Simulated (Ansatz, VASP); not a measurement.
**Two plane-wave programs on Zr**

INCAR

```
PREC     = Accurate       # precision mode
ENCUT    = 600            # plane-wave cutoff, eV
EDIFF    = 1E-6           # SCF threshold, eV
ISMEAR   = -1             # smearing method
SIGMA    = 0.05           # smearing width, eV
LREAL    = False          # projectors in reciprocal space
LASPH    = True           # aspherical terms in the spheres
NELM     = 80             # most SCF steps
ALGO     = Normal         # electronic algorithm
ISIF     = 3              # what is computed and relaxed
LWAVE    = False          # write WAVECAR
LCHARG   = False          # write CHGCAR
GGA      = RP             # functional
IBRION   = 2              # ionic algorithm
NSW      = 60             # ionic steps
EDIFFG   = -0.01          # ionic threshold
```

The input KPOINTS:

```
regular mesh
0
Gamma
  9 9 5
```

POSCAR

```
Zr
1.0
    3.2320000000      0.0000000000      0.0000000000
   -1.6160000000      2.7989941050      0.0000000000
    0.0000000000      0.0000000000      5.1470000000
Zr
2
Direct
    0.6666666667      0.3333333333      0.7500000000
    0.3333333333      0.6666666667      0.2500000000
```

input.yaml

```yaml
crystal:
  lattice:
    - [3.232, 0.0, 0.0]
    - [-1.616, 2.798994105, 0.0]
    - [0.0, 0.0, 5.147]
  atoms:
    - { symbol: Zr, position: [0.6666666667, 0.3333333333, 0.75] }
    - { symbol: Zr, position: [0.3333333333, 0.6666666667, 0.25] }
hamiltonian:
  xc: rpbe
  pseudopotentials: { kind: paw }
kpoints:
  mp_grid: { grid: [9, 9, 5] }
scf:
  occupations: { method: fermi_dirac, width: 0.05 }
output:
  forces: true
  stress: true
  eigenvalues: true
relax:
  f_tol: 0.01
  max_steps: 40
  cell: { stress_tol: 0.05 }
```

Alike in both runs: task relaxation of cell and atoms; functional RPBE; k mesh 9 × 9 × 5; occupations fermi-dirac, width 0.05 eV; no spin polarisation.

|  | VASP | Ansatz |
| --- | --- | --- |
| version | VASP 6.6.1 | Ansatz 0.2.0 |
| potentials or method | VASP PAW PBE potentials, release 64 (Zr_sv) | Ansatz PAW |
| plane-wave cutoff (eV) | 600 | 420 |
| valence electrons in the cell | 24 | 24 |

VASP gave:

| Quantity | Value |
| --- | --- |
| gap on the k mesh at the Fermi level, each at its own relaxed structure (eV) | none |
| relaxed volume (Å³/atom) | 23.95 |
| relaxed length of the cell vector where the two differ most in proportion (Å) | 5.214 |

Problem. What did Ansatz give for the same quantities?

Solution. gap on the k mesh at the Fermi level, each at its own relaxed structure (eV): none; relaxed volume (Å³/atom): 23.95; relaxed length of the cell vector where the two differ most in proportion (Å): 5.216.

VASP's potentials were made for PBE, not for RPBE. A gap of «none» marks a metal or a gap that the smearing closes.

Noted on Ansatz's run: the plane-wave basis is chosen anew once the cell has moved, so the energies of steps on either side of that aren't comparable.
